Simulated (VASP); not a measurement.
Write the native input for VASP 6.6.1 that does the following.

* Task: single point
* Functional: PBEsol
* Potentials or basis: VASP PAW PBE potentials, release 64 (Cu)
* Cutoff: 520 eV
* k mesh: 24 × 24 × 24
* Occupations: gaussian, width 0.15 eV
* Spin: no spin polarisation
* Dipole correction: no
* Further INCAR settings: ALGO = Fast; EDIFF = 1e-06; NBANDS = 12

The structure of Cu lies in POSCAR:

```
Cu
1.0
   -1.4860771196      1.4860771196      1.3554402282
    1.4860771196     -1.4860771196      1.3554402282
    1.4860771196      1.4860771196     -1.3554402282
Cu
1
Direct
    0.0000000000      0.0000000000      0.0000000000
```

This cell differs from its parent crystal: strain +0.030 along x and y, -0.015 along z.

These files were run (other wordings do the same):

INCAR

```
SYSTEM = Cu
  PREC = Accurate
  ENCUT = 520
  EDIFF = 1E-6
  ISMEAR = 0
  SIGMA = 0.15
  LREAL = .False.
  LASPH = .True.
  NELM = 60
  ALGO = Fast
  ISIF = 2
  LWAVE = .False.
  LCHARG = .False.
  GGA = PS
  NBANDS = 12
```

KPOINTS

```
Automatic mesh
0
Gamma
  24 24 24
  0 0 0
```

Potentials or basis: VASP PAW PBE potentials, release 64 (Cu).

The run is started by

```bash
$ cat potpaw_PBE.64/Cu/POTCAR > POTCAR
$ mpirun -np 1 vasp_std > vasp.out
```

It gave:

| Property | Result |
| --- | --- |
| Pressure | -6.8 GPa |

Caveat: the cell differs from its parent crystal (strain +0.030 along x and y, -0.015 along z); the PAW data sets were made with another functional, which shifts forces and pressure a little.

Wall time 91 s on 1 thread of AMD EPYC 9R45 96-Core Processor (Zen 5), with other jobs on the host, peak memory 0.22 GiB.
